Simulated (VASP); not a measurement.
# Ga2Te2O (P6/mmm) in VASP: further runs, part 2 of 2

VASP 6.6.1.

**3. Relaxation of cell and atoms, PBE**

This run uses another cell than the first one, of 29.63 Å³/atom.

Contents of INCAR:

```
SYSTEM = Ga2Te2O
PREC     = Accurate       ! precision mode
ENCUT    = 600            ! plane-wave cutoff, eV
EDIFF    = 1E-7           ! SCF threshold, eV
ISMEAR   = 0              ! smearing method
SIGMA    = 0.1            ! smearing width, eV
LREAL    = .FALSE.        ! projectors in reciprocal space
LASPH    = .TRUE.         ! aspherical terms in the spheres
NELM     = 60             ! most SCF steps
ALGO     = Normal         ! electronic algorithm
ISIF     = 3              ! what is computed and relaxed
LWAVE    = .FALSE.        ! write WAVECAR
LCHARG   = .FALSE.        ! write CHGCAR
GGA      = PE             ! functional
IBRION   = 2              ! ionic algorithm
NSW      = 90             ! ionic steps
EDIFFG   = -0.04          ! ionic threshold
```

Contents of KPOINTS:

```
regular mesh
0
G
  6 6 4
  0 0 0
```

Contents of POSCAR:

```
Ga2Te2O
1.0
    4.8715465658      0.0000000000      0.0000000000
   -2.4357732829      4.2188830817      0.0000000000
    0.0000000000      0.0000000000      7.2073852232
Ga Te O
2 2 1
Direct
    0.3333333333      0.6666666667      0.5000000000
    0.6666666667      0.3333333333      0.5000000000
    0.0000000000      0.0000000000      0.2824531985
    0.0000000000      0.0000000000      0.7175468015
    0.0000000000      0.0000000000      0.0000000000
```

Potentials or basis: VASP PAW PBE potentials, release 64 (Ga_d, Te, O).

On the command line:

```console
> cat potpaw_PBE.64/Ga_d/POTCAR potpaw_PBE.64/Te/POTCAR potpaw_PBE.64/O/POTCAR > POTCAR
> mpirun -np 1 vasp_std > vasp.out
```

OUTCAR:

```text
SYSTEM = Ga2Te2O
   PREC = Accurate
   ENCUT = 600
   EDIFF = 1E-7
   ISMEAR = 0
   LREAL = .FALSE.
   LASPH = .TRUE.
   NELM = 60
   ISIF = 3
   GGA = PE
   IBRION = 2
   NSW = 90
   EDIFFG = -0.04

 ion  position               nearest neighbor table
   1  0.333  0.667  0.500-   2 2.81   2 2.81   2 2.81   4 3.22   3 3.22   4 3.22   3 3.22   4 3.22
                             3 3.22
   2  0.667  0.333  0.500-   1 2.81   1 2.81   1 2.81   4 3.22   3 3.22   3 3.22   4 3.22   3 3.22
                             4 3.22
   3  0.000  0.000  0.282-   5 2.04   4 3.14   1 3.22   2 3.22   1 3.22   2 3.22   2 3.22   1 3.22

   4  0.000  0.000  0.718-   5 2.04   3 3.14   1 3.22   2 3.22   1 3.22   2 3.22   2 3.22   1 3.22

   5  0.000  0.000  0.000-   3 2.04   4 2.04

  LATTYP: Found a hexagonal cell.
 ALAT       =     4.8715465658
 C/A-ratio  =     1.4794860576

  Lattice vectors:

 A1 = (   4.8715465658,   0.0000000000,   0.0000000000)
 A2 = (  -2.4357732829,   4.2188830817,   0.0000000000)
 A3 = (   0.0000000000,   0.0000000000,   7.2073852232)

Analysis of symmetry for initial positions (statically):
[... 164 lines left out ...]
 NGX is ok and might be reduce to    40
   NGX = 19   NGY = 19   NGZ = 29

--------------------------------------- Ionic step        1  -------------------------------------------

 number of electron      44.0000009 magnetization

 Free energy of the ion-electron system (eV)
  ---------------------------------------------------
  ext. energy  EPLUGINS =         0.00000000
  ---------------------------------------------------
  free energy    TOTEN  =       -17.22763326 eV

  energy without entropy =      -17.21379078  energy(sigma->0) =      -17.22071202

------------------------ aborting loop because EDIFF is reached ----------------------------------------

  FORCE on cell =-STRESS in cart. coord.  units (eV):
  Direction    XX          YY          ZZ          XY          YZ          ZX
  --------------------------------------------------------------------------------------
  -------------------------------------------------------------------------------------
  Total       -0.9451343     -0.9451343      2.3380283      0.0000000     -0.0000000      0.0000000
  in kB      -10.2226157    -10.2226157     25.2882206      0.0000000     -0.0000000      0.0000000
  external PRESSURE =       1.6143297 kB  Pullay stress =       0.0000000 kB
[... 182 lines left out ...]
--------------------------------------- Ionic step        6  -------------------------------------------

 number of electron      43.9999988 magnetization

 Free energy of the ion-electron system (eV)
  ---------------------------------------------------
  ext. energy  EPLUGINS =         0.00000000
  ---------------------------------------------------
  free energy    TOTEN  =       -17.30329822 eV

  energy without entropy =      -17.29406033  energy(sigma->0) =      -17.29867927

 E-fermi :   3.0991     XC(G=0):  -8.3281

 val. band max:        3.0538618171   @ k =   0.1667   0.1667   0.0000
 cond. band min:       3.1111218111   @ k =   0.1667   0.0000   0.0000
 fundamental gap:      0.0572599940
 Fermi energy:         3.0991344343

 k-point     1 :       0.0000    0.0000    0.0000
  band No.  band energies     occupation
      1     -15.3804      2.00000
      2     -11.6903      2.00000
      3     -11.6294      2.00000
      4     -11.6294      2.00000
      5     -11.6268      2.00000
      6     -11.6268      2.00000
[... 630 lines left out ...]
  FREE ENERGIE OF THE ION-ELECTRON SYSTEM (eV)
  ---------------------------------------------------
  free  energy   TOTEN  =       -17.3032982186 eV

  energy  without entropy=      -17.2940603294  energy(sigma->0) =      -17.29867927

 reached required accuracy - stopping structural energy minimisation
```

OSZICAR:

```text
N       E                     dE             d eps       ncg     rms          rms(c)
DAV:   1     0.350168614699E+03    0.35017E+03   -0.21655E+04  1104   0.223E+03
DAV:   2     0.323352556192E+02   -0.31783E+03   -0.31261E+03  1230   0.486E+02
DAV:   3    -0.164319783813E+02   -0.48767E+02   -0.47847E+02  1430   0.149E+02
DAV:   4    -0.190966024222E+02   -0.26646E+01   -0.26325E+01  1286   0.339E+01
[... 84 lines left out ...]
DAV:   9    -0.173032970896E+02   -0.79789E-06   -0.88418E-07  1566   0.680E-03    0.210E-02
DAV:  10    -0.173032983511E+02   -0.12616E-05   -0.44495E-06  1378   0.123E-02    0.378E-03
DAV:  11    -0.173032980521E+02    0.29909E-06   -0.91321E-07  1302   0.623E-03    0.171E-03
DAV:  12    -0.173032981595E+02   -0.10747E-06   -0.12607E-07   708   0.224E-03    0.182E-03
DAV:  13    -0.173032982186E+02   -0.59031E-07   -0.13797E-08   578   0.113E-03
   6 F= -.17303298E+02 E0= -.17298679E+02  d E =-.169000E-02
```

Run time: 15 min. Hardware: 1 thread of Oxide Virtual Turin-like, shared host; peak memory 0.34 GiB.

What came out:

```
Free energy                           : -17.3033 eV
Relaxed volume                        : 29.05 Å³/atom
Relaxed cell                          : a = 4.755 Å, b = 4.755 Å, c = 7.417 Å, α = 90.00°, β = 90.00°, γ = 120.00°
Space group after relaxing (to 0.1 Å) : P6/mmm (No. 191)
Energy gained by relaxing             : 15.1 meV/atom
Ionic steps                           : 6
Pressure after relaxing               : 0.0 GPa
Largest force after relaxing          : 0.017 eV/Å
Band gap on the k mesh                : zero (bands 22 and 23 overlap by 1.43 eV)
```

Forces on the atoms (eV/Å):
```
Ga   0.000  0.000  0.000
Ga   0.000  0.000  0.000
Te   0.000  0.000 -0.017
Te   0.000  0.000  0.017
O    0.000  0.000  0.000
```

Step by step:
```
step  energy change (eV)  largest force (eV/Å)  pressure (GPa)  volume (Å³)
   1              0.0000                0.4604            0.16       148.13
   2             -0.0519                0.4275           -0.74       148.72
   3             -0.0535                0.4338           -0.90       148.83
   4             -0.0739                0.0494            0.15       145.42
   5             -0.0740                0.0223            0.09       145.61
   6             -0.0757                0.0168           -0.01       145.26
```

Final structure:
```
Ga Te O
1.0
     4.75535    0.00000    0.00000
    -2.37767    4.11825    0.00000
     0.00000    0.00000    7.41747
Ga Te O
2 2 1
Direct
  0.33333 0.66667 0.50000
  0.66667 0.33333 0.50000
  0.00000 0.00000 0.27393
  0.00000 0.00000 0.72607
  0.00000 0.00000 0.00000
```

Levels at points of the mesh, in eV from the Fermi level:
| k point | band 18 | band 19 | band 20 | band 21 | band 22 | band 23 | band 24 | band 25 | band 26 |
| --- | --- | --- | --- | --- | --- | --- | --- | --- | --- |
| (0.00, 0.00, 0.00) | -1.15 | -1.15 | -0.85 | -0.85 | -0.85 | -0.77 | -0.12 | -0.12 | 1.47 |
| (0.50, 0.00, 0.00) | -3.23 | -3.11 | -2.21 | -1.28 | -1.22 | 1.11 | 2.12 | 2.88 | 4.83 |
| (0.00, 0.00, 0.50) | -2.15 | -2.15 | -0.76 | -0.11 | -0.11 | 0.17 | 0.17 | 0.74 | 1.44 |
| (0.50, 0.00, 0.50) | -3.48 | -3.39 | -1.65 | -0.15 | 0.18 | 1.48 | 1.85 | 2.28 | 2.33 |

Caveat: spin-orbit coupling is left out, which moves the levels of the heavy elements.

**4. Single point, PBE**

This run uses another cell than the first one, of 29.20 Å³/atom.

Contents of INCAR:

```
SYSTEM = Ga2Te2O
ALGO = Normal
EDIFF = 1E-6
ENCUT = 520
GGA = PE
ISIF = 2
ISMEAR = 0
LASPH = .TRUE.
LCHARG = .TRUE.
LELF = .TRUE.
LREAL = .FALSE.
LVHAR = .TRUE.
LWAVE = .FALSE.
NBANDS = 30
NELM = 80
PREC = Accurate
SIGMA = 0.1
```

Contents of KPOINTS:

```
k-points
0
G
  12 12 6
  0 0 0
```

Contents of POSCAR:

```
Ga2Te2O
1.0
    4.7849189221      0.0000000000      0.0000000000
   -2.3924594610      4.1438613416      0.0000000000
    0.0000000000      0.0000000000      7.3642499680
Ga Te O
2 2 1
Direct
    0.3333333333      0.6666666667      0.5000000000
    0.6666666667      0.3333333333      0.5000000000
    0.0000000000      0.0000000000      0.2759406038
    0.0000000000      0.0000000000      0.7240593962
    0.0000000000      0.0000000000      0.0000000000
```

On the command line:

```console
> cat potpaw_PBE.64/Ga_d/POTCAR potpaw_PBE.64/Te/POTCAR potpaw_PBE.64/O/POTCAR > POTCAR
> mpirun -np 1 vasp_std > vasp.out
```

Wall time 11 min (1 thread of Oxide Virtual Turin-like, shared host); peak memory 0.44 GiB.

The run converged. Its results:

- Free energy: -17.3115 eV
- Pressure: -0.1 GPa
- Largest force: 0.031 eV/Å
- Band gap on the k mesh: zero (bands 22 and 23 overlap by 1.48 eV)

Forces in eV/Å, atoms in the order of the input:
```
Ga   0.000  0.000  0.000
Ga   0.000  0.000  0.000
Te   0.000  0.000 -0.031
Te   0.000  0.000  0.031
O    0.000  0.000  0.000
```

Stress tensor (GPa, compression positive):
```
 0.00  0.00  0.00
 0.00  0.00  0.00
 0.00  0.00 -0.18
```

Levels at points of the mesh, in eV from the Fermi level:
```
           k point  band 20  band 21  band 22  band 23  band 24  band 25
(0.00, 0.00, 0.00)    -1.01    -0.97    -0.91    -0.91    -0.24    -0.24
(0.50, 0.00, 0.00)    -2.28    -1.39    -1.27     1.10     2.04     2.85
(0.00, 0.00, 0.50)    -0.97    -0.23    -0.23     0.12     0.12     0.73
(0.50, 0.00, 0.50)    -1.67    -0.19     0.17     1.46     1.80     2.26
```

Caveat: spin-orbit coupling is left out, which moves the levels of the heavy elements.

**5. Overview**

```tsv
task	cell	k mesh	cutoff (eV)	gap on the mesh (eV)	pressure (GPa)	relaxed volume (Å³/atom)	largest force (eV/Å)
relaxation of cell and atoms	relaxed from a = 4.130, b = 4.130, c = 9.550 Å, angles 90.0, 90.0, 120.0°, 5 atoms, atomic positions A	6 × 6 × 2	600	none	-0.1	29.61	0.02
relaxation of cell and atoms	relaxed from a = 4.872, b = 4.872, c = 7.207 Å, angles 90.0, 90.0, 120.0°, 5 atoms, atomic positions B	6 × 6 × 4	600	none	0.0	29.05	0.02
single point	a = 4.785, b = 4.785, c = 7.364 Å, angles 90.0, 90.0, 120.0°, 5 atoms, atomic positions C	12 × 12 × 6	520	none	-0.1	-	0.03
```

Alike in all rows: level PBE; potentials or basis VASP PAW PBE potentials, release 64 (Ga_d, Te, O); no spin polarisation; smearing gaussian 0.1 eV.

Caveats: spin-orbit coupling is left out, which moves the levels of the heavy elements; a cell axis changed by over 15 % at a fixed basis, so the end point is rough (at least some runs).

Total energies depend on the potentials used, so only differences within one code and one set of settings carry meaning.

The gap in the log of VASP goes by the Fermi energy; the results here count the filled bands.